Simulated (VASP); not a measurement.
# Os (Pm-3m) in VASP: notebook, part 2 of 3

VASP 6.6.1.

## (3) Single point, r2SCAN (14.41 Å³/atom)

This run uses another cell than the first one, of 14.41 Å³/atom.

POSCAR reads:

```
Os
1.0
    2.4335205363      0.0000000000      0.0000000000
    0.0000000000      2.4335205363      0.0000000000
    0.0000000000      0.0000000000      2.4335205363
Os
1
Direct
    0.0000000000      0.0000000000      0.0000000000
```

INCAR.step1 reads:

```
PREC = Accurate ; ENCUT = 520
ISMEAR = -1 ; SIGMA = 0.1
LREAL = F ; LASPH = T
NELM = 60 ; NBANDS = 10
GGA = PE ; ALGO = Normal
EDIFF = 1E-4 ; LWAVE = T
LCHARG = F
```

INCAR.step2 reads:

```
PREC = Accurate ; ENCUT = 520
EDIFF = 1E-7 ; ISMEAR = -1
SIGMA = 0.1 ; LREAL = F
LASPH = T ; NELM = 60
ALGO = Normal ; ISIF = 2
LWAVE = F ; LCHARG = T
METAGGA = R2SCAN ; LMIXTAU = T
LELF = T ; LVHAR = T
NBANDS = 10 ; ISTART = 1
```

KPOINTS reads:

```
Automatic mesh
0
Gamma
  14 14 14
```

Potentials or basis: VASP PAW PBE potentials, release 64 (Os).

On the command line:

```
cat potpaw_PBE.64/Os/POTCAR > POTCAR
cp INCAR.step1 INCAR
mpirun -np 1 vasp_std > vasp.out
cp INCAR.step2 INCAR
mpirun -np 1 vasp_std > vasp.out
```

OUTCAR:

```text
PREC = Accurate
   ENCUT = 520
   EDIFF = 1E-7
   ISMEAR = -1
   LREAL = F
   LASPH = T
   NELM = 60
   ISIF = 2
   METAGGA = R2SCAN
   ISTART = 1

 ion  position               nearest neighbor table
   1  0.000  0.000  0.000-

  LATTYP: Found a simple cubic cell.
 ALAT       =     2.4335205363

  Lattice vectors:

 A1 = (   2.4335205363,   0.0000000000,   0.0000000000)
 A2 = (   0.0000000000,   2.4335205363,   0.0000000000)
 A3 = (   0.0000000000,   0.0000000000,   2.4335205363)

Analysis of symmetry for initial positions (statically):
=====================================================================
 Subroutine PRICEL returns:
 Original cell was already a primitive cell.

 Routine SETGRP: Setting up the symmetry group for a
 simple cubic supercell.

 Subroutine GETGRP returns: Found 48 space group operations
 (whereof 48 operations were pure point group operations)
 out of a pool of 48 trial point group operations.

The static configuration has the point symmetry O_h .

Analysis of symmetry for dynamics (positions and initial velocities):
=====================================================================
 Subroutine PRICEL returns:
 Original cell was already a primitive cell.

 Routine SETGRP: Setting up the symmetry group for a
 simple cubic supercell.

 Subroutine GETGRP returns: Found 48 space group operations
 (whereof 48 operations were pure point group operations)
 out of a pool of 48 trial point group operations.

The dynamic configuration has the point symmetry O_h .

 Subroutine INISYM returns: Found 48 space group operations
 (whereof 48 operations are pure point group operations),
 and found     1 'primitive' translations

----------------------------------------------------------------------------------------

                                     Primitive cell

  volume of cell :      14.4114

  direct lattice vectors                    reciprocal lattice vectors
     2.433520536  0.000000000  0.000000000     0.410927290  0.000000000  0.000000000
     0.000000000  2.433520536  0.000000000     0.000000000  0.410927290  0.000000000
     0.000000000  0.000000000  2.433520536     0.000000000  0.000000000  0.410927290

  length of vectors
     2.433520536  2.433520536  2.433520536     0.410927290  0.410927290  0.410927290

  position of ions in fractional coordinates (direct lattice)
     0.000000000  0.000000000  0.000000000

  ion indices of the primitive-cell ions
   primitive index   ion index
                 1           1

----------------------------------------------------------------------------------------

 KPOINTS: Automatic mesh

Automatic generation of k-mesh.
 Grid dimensions read from file:
 generate k-points for:   14   14   14

 Generating k-lattice:

  Cartesian coordinates                     Fractional coordinates (reciprocal lattice)
     0.029351949  0.000000000  0.000000000     0.071428571  0.000000000  0.000000000
     0.000000000  0.029351949  0.000000000     0.000000000  0.071428571  0.000000000
     0.000000000  0.000000000  0.029351949     0.000000000  0.000000000  0.071428571

  Length of vectors
     0.029351949  0.029351949  0.029351949

  Shift w.r.t. Gamma in fractional coordinates (k-lattice)
     0.000000000  0.000000000  0.000000000

 Subroutine IBZKPT returns following result:
 ===========================================

 Found    120 irreducible k-points:

 Following reciprocal coordinates:
            Coordinates               Weight
  0.000000  0.000000  0.000000      1.000000
  0.071429  0.000000  0.000000      6.000000
  0.142857  0.000000  0.000000      6.000000
  0.214286  0.000000  0.000000      6.000000
  0.285714  0.000000  0.000000      6.000000
  0.357143  0.000000  0.000000      6.000000
[... 16 lines left out ...]
  0.285714  0.214286  0.000000     24.000000
  0.357143  0.214286  0.000000     24.000000
 [... further k-points ...]
   k-points           NKPTS =    120   k-points in BZ     NKDIM =    120   number of bands    NBANDS=     10
   number of dos      NEDOS =    301   number of ions     NIONS =      1
   total plane-waves  NPLWV =   5832
   dimension x,y,z NGX =    18 NGY =   18 NGZ =   18
   dimension x,y,z NGXF=    36 NGYF=   36 NGZF=   36
   ions per type =               1
   NGX,Y,Z   is equivalent  to a cutoff of  12.30, 12.30, 12.30 a.u.
   NGXF,Y,Z  is equivalent  to a cutoff of  24.59, 24.59, 24.59 a.u.
 SYSTEM =  unknown system
   PREC   = accura    normal or accurate (medium, high low for compatibility)
   ISTART =      1    job   : 0-new  1-cont  2-samecut
   ICHARG =      0    charge: 1-file 2-atom 10-const
   ISPIN  =      1    spin polarized calculation?
   LNONCOLLINEAR =      F non collinear calculations
   LSORBIT =      F    spin-orbit coupling
   LASPH  =      T    aspherical Exc in radial PAW
   ENCUT  =  520.0 eV  38.22 Ry    6.18 a.u.   4.52  4.52  4.52*2*pi/ulx,y,z
   NELM   =     60;   NELMIN=  2; NELMDL=  0     # of ELM steps
   EDIFF  = 0.1E-06   stopping-criterion for ELM
   LREAL  =      F    real-space projection
   EDIFFG = 0.1E-05   stopping-criterion for IOM
   NSW    =      0    number of steps for IOM
   IBRION =     -1    ionic relax: 0-MD 1-quasi-New 2-CG
   NFREE  =      0    steps in history (QN), initial steepest desc. (CG)
   ISIF   =      2    stress and relaxation
   ISYM   =      2    0-nonsym 1-usesym 2-fastsym
   POTIM  = 0.5000    time-step for ionic-motion
   TEBEG  =    0.0;   TEEND  =   0.0 temperature during run
   PSTRESS=    0.0 pullay stress
   NELECT =       8.0000    total number of electrons
   NUPDOWN=      -1.0000    fix difference up-down
   EMIN   =  10.00;   EMAX   =-10.00  energy-range for DOS
   EFERMI =   0.00;   METHOD = LEGACY
   ISMEAR =    -1;   SIGMA  =   0.10  broadening in eV -4-tet -1-fermi 0-gaus
   EFERMI_NEDOS =   21; number of points for ismear=-14 and -15
   IALGO  =     38    algorithm
   IMIX   =      4    mixing-type and parameters
     AMIX     =   0.40;   BMIX     =  1.00
     AMIX_MAG =   1.60;   BMIX_MAG =  1.00
  volume/ion in A,a.u.               =      14.41        97.25
  Fermi-wavevector in a.u.,A,eV,Ry     =   1.345457  2.542545 24.630007  1.810254
  Thomas-Fermi vector in A             =   2.473368
   LORBIT       =      0    0 simple, 1 ext, 2 COOP (PROOUT), +10 PAW based schemes
   METAGGA = R2SCAN    functional components
   LHFCALC =     F    Hartree Fock is set to
   AEXX    =    0.0000 exact exchange contribution
   IVDW    =     0    specifies the selected vdW correction
   LEPSILON=     F    determine dielectric tensor
   LRPA    =     F    only Hartree local field effects (RPA)
 non-spin polarized calculation
  energy-cutoff  :      520.00
  volume of cell :       14.41
 maximum number of plane-waves:       402
   NGX =  9   NGY =  9   NGZ =  9

 number of electron       7.9999998 magnetization

 Free energy of the ion-electron system (eV)
  ---------------------------------------------------
  ext. energy  EPLUGINS =         0.00000000
  ---------------------------------------------------
  free energy    TOTEN  =       -51.14617188 eV

  energy without entropy =      -51.10274776  energy(sigma->0) =      -51.12445982

 E-fermi :   9.1298     XC(G=0): -14.8648

 val. band max:        9.1225035137   @ k =   0.2857   0.0714   0.0714
 cond. band min:       9.1414103783   @ k =   0.5000   0.4286   0.2857
 fundamental gap:      0.0189068645
 Fermi energy:         9.1298114682

 k-point     1 :       0.0000    0.0000    0.0000
  band No.  band energies     occupation
      1      -1.9681      2.00000
      2       1.5088      2.00000
      3       1.5088      2.00000
      4      12.1170      0.00000
      5      12.1170      0.00000
      6      12.1170      0.00000
      7      26.6162      0.00000
      8      26.6162      0.00000
      9      26.6162      0.00000
     10      34.1199      0.00000
[... 287 lines left out ...]
 k-point    24 :       0.3571    0.2143    0.0000
  band No.  band energies     occupation
      1       1.9836      2.00000
      2       3.5445      2.00000
      3       5.5562      2.00000
      4       8.7544      1.95421
      5       9.3611      0.18009
      6      10.6890      0.00000
      7      19.7040      0.00000
      8      26.1393      0.00000
      9      29.2041      0.00000
     10      35.4928      0.00000

 [... further k-points ...]

------------------------ aborting loop because EDIFF is reached ----------------------------------------

  FORCE on cell =-STRESS in cart. coord.  units (eV):
  Direction    XX          YY          ZZ          XY          YZ          ZX
  --------------------------------------------------------------------------------------
  -------------------------------------------------------------------------------------
  Total        4.7116199      4.7116199      4.7116199     -0.0000000     -0.0000000      0.0000000
  in kB      523.8124064    523.8124064    523.8124064     -0.0000000     -0.0000000      0.0000000
  external PRESSURE =     523.8124064 kB  Pullay stress =       0.0000000 kB

 VOLUME and BASIS-vectors are now :
 -----------------------------------------------------------------------------
  energy-cutoff  :      520.00
  volume of cell :       14.41
      direct lattice vectors                 reciprocal lattice vectors
     2.433520536  0.000000000  0.000000000     0.410927290  0.000000000  0.000000000
     0.000000000  2.433520536  0.000000000     0.000000000  0.410927290  0.000000000
     0.000000000  0.000000000  2.433520536     0.000000000  0.000000000  0.410927290

 POSITION                                       TOTAL-FORCE (eV/Angst)
 -----------------------------------------------------------------------------------
      0.00000      0.00000      0.00000         0.000000      0.000000      0.000000
 -----------------------------------------------------------------------------------
    total drift:                                0.000000      0.000000      0.000000

  FREE ENERGIE OF THE ION-ELECTRON SYSTEM (eV)
  ---------------------------------------------------
  free  energy   TOTEN  =       -51.1461718833 eV

  energy  without entropy=      -51.1027477552  energy(sigma->0) =      -51.12445982
```

Wall time 1.8 min (1 thread of Intel Xeon 8259CL, shared host); peak memory 0.13 GiB.

Results:

* Free energy: -51.1462 eV
* Pressure: 52.4 GPa
* Band gap on the k mesh: zero (bands 4 and 5 overlap by 7.63 eV)

Levels at points of the mesh, in eV from the Fermi level:
```csv
k point,band 1,band 2,band 3,band 4,band 5,band 6,band 7,band 8,band 9
"(0.00, 0.00, 0.00)",-11.10,-7.62,-7.62,2.99,2.99,2.99,17.49,17.49,17.49
"(0.50, 0.00, 0.00)",-7.48,-6.53,-1.48,-1.30,-1.30,3.44,9.08,16.53,22.49
"(0.50, 0.50, 0.00)",-8.59,-5.58,-0.46,-0.46,5.17,5.17,6.02,16.23,16.94
"(0.50, 0.50, 0.50)",-6.81,-6.81,-6.81,6.33,6.33,8.63,13.57,13.57,13.57
```

Caveat: the cell stands under pressure; the PAW data sets were made with another functional, which shifts forces and pressure a little; spin-orbit coupling is left out, which moves the levels of the heavy elements.

## (4) Single point, r2SCAN (15.07 Å³/atom)

This run uses another cell than the first one, of 15.07 Å³/atom.

POSCAR reads:

```
Os
1.0
    2.4698470940      0.0000000000      0.0000000000
    0.0000000000      2.4698470940      0.0000000000
    0.0000000000      0.0000000000      2.4698470940
Os
1
Direct
    0.0000000000      0.0000000000      0.0000000000
```

INCAR.step1 reads:

```
ALGO     = Normal         # electronic algorithm
EDIFF    = 1E-4           # SCF threshold, eV
ENCUT    = 520            # plane-wave cutoff, eV
GGA      = PE             # functional
ISMEAR   = -1             # smearing method
LASPH    = True           # aspherical terms in the spheres
LCHARG   = False          # write CHGCAR
LREAL    = False          # projectors in reciprocal space
LWAVE    = True           # write WAVECAR
NBANDS   = 10             # bands
NELM     = 60             # most SCF steps
PREC     = Accurate       # precision mode
SIGMA    = 0.1            # smearing width, eV
```

INCAR.step2 reads:

```
ALGO     = Normal         # electronic algorithm
EDIFF    = 1E-6           # SCF threshold, eV
ENCUT    = 520            # plane-wave cutoff, eV
ISIF     = 2              # what is computed and relaxed
ISMEAR   = -1             # smearing method
ISTART   = 1            
LASPH    = True           # aspherical terms in the spheres
LCHARG   = False          # write CHGCAR
LMIXTAU  = True         
LREAL    = False          # projectors in reciprocal space
LWAVE    = False          # write WAVECAR
METAGGA  = R2SCAN         # meta-GGA
NBANDS   = 10             # bands
NELM     = 60             # most SCF steps
PREC     = Accurate       # precision mode
SIGMA    = 0.1            # smearing width, eV
```

KPOINTS reads:

```
k-points
0
Gamma
  14 14 14
```

Potentials or basis: VASP PAW PBE potentials, release 64 (Os).

On the command line:

```
cat potpaw_PBE.64/Os/POTCAR > POTCAR
cp INCAR.step1 INCAR
mpirun -np 1 vasp_std > vasp.out
cp INCAR.step2 INCAR
mpirun -np 1 vasp_std > vasp.out
```

OUTCAR:

```text
EDIFF = 1E-6
   ENCUT = 520
   ISIF = 2
   ISMEAR = -1
   ISTART = 1
   LASPH = True
   LREAL = False
   METAGGA = R2SCAN
   NELM = 60
   PREC = Accurate

 ion  position               nearest neighbor table
   1  0.000  0.000  0.000-

  LATTYP: Found a simple cubic cell.
 ALAT       =     2.4698470940

  Lattice vectors:

 A1 = (   2.4698470940,   0.0000000000,   0.0000000000)
[... 489 lines left out ...]
      8      25.0388      0.00000
      9      28.2606      0.00000
     10      34.0723      0.00000

 [... further k-points ...]

------------------------ aborting loop because EDIFF is reached ----------------------------------------

  FORCE on cell =-STRESS in cart. coord.  units (eV):
  Direction    XX          YY          ZZ          XY          YZ          ZX
  --------------------------------------------------------------------------------------
  -------------------------------------------------------------------------------------
  Total        2.9506628      2.9506628      2.9506628     -0.0000000      0.0000000      0.0000000
  in kB      313.7761685    313.7761685    313.7761685     -0.0000000      0.0000000      0.0000000
  external PRESSURE =     313.7761685 kB  Pullay stress =       0.0000000 kB

 VOLUME and BASIS-vectors are now :
 -----------------------------------------------------------------------------
  energy-cutoff  :      520.00
  volume of cell :       15.07
      direct lattice vectors                 reciprocal lattice vectors
     2.469847094  0.000000000  0.000000000     0.404883364  0.000000000  0.000000000
     0.000000000  2.469847094  0.000000000     0.000000000  0.404883364  0.000000000
     0.000000000  0.000000000  2.469847094     0.000000000  0.000000000  0.404883364

 POSITION                                       TOTAL-FORCE (eV/Angst)
 -----------------------------------------------------------------------------------
      0.00000      0.00000      0.00000         0.000000      0.000000      0.000000
 -----------------------------------------------------------------------------------
    total drift:                               -0.000000      0.000000      0.000000

  FREE ENERGIE OF THE ION-ELECTRON SYSTEM (eV)
  ---------------------------------------------------
  free  energy   TOTEN  =       -51.3159446816 eV

  energy  without entropy=      -51.2703399100  energy(sigma->0) =      -51.29314230
```

OSZICAR.step1:

```text
N       E                     dE             d eps       ncg     rms          rms(c)
DAV:   1     0.369927453285E+02    0.36993E+02   -0.41886E+03  2472   0.739E+02
DAV:   2    -0.887256553665E+01   -0.45865E+02   -0.43456E+02  2470   0.200E+02
DAV:   3    -0.997931591805E+01   -0.11068E+01   -0.10947E+01  2816   0.283E+01
DAV:   4    -0.998235377926E+01   -0.30379E-02   -0.30373E-02  2712   0.171E+00
DAV:   5    -0.998236460012E+01   -0.10821E-04   -0.10821E-04  2736   0.913E-02    0.153E+01
DAV:   6    -0.967372758339E+01    0.30864E+00   -0.34925E-01  3236   0.416E+00    0.784E+00
DAV:   7    -0.958038786287E+01    0.93340E-01   -0.24319E-01  3250   0.331E+00    0.938E-01
DAV:   8    -0.957703688484E+01    0.33510E-02   -0.72773E-03  2610   0.850E-01    0.736E-02
DAV:   9    -0.957682216035E+01    0.21472E-03   -0.17398E-04  2554   0.147E-01    0.185E-02
DAV:  10    -0.957681179839E+01    0.10362E-04   -0.40511E-06  1382   0.299E-02
   1 F= -.95768118E+01 E0= -.95530002E+01  d E =-.476233E-01
```

It took 89 s on 1 thread of Intel Xeon 8259CL, shared host; peak memory 0.13 GiB.

What came out:

| Item | Value |
| --- | --- |
| Free energy | -51.3159 eV |
| Pressure | 31.4 GPa |
| Band gap on the k mesh | zero (bands 4 and 5 overlap by 7.10 eV) |

Caveat: the cell stands under pressure; the PAW data sets were made with another functional, which shifts forces and pressure a little; spin-orbit coupling is left out, which moves the levels of the heavy elements.

(Continued in part 3 of 3.)

The gap in the log of VASP goes by the Fermi energy; the results here count the filled bands.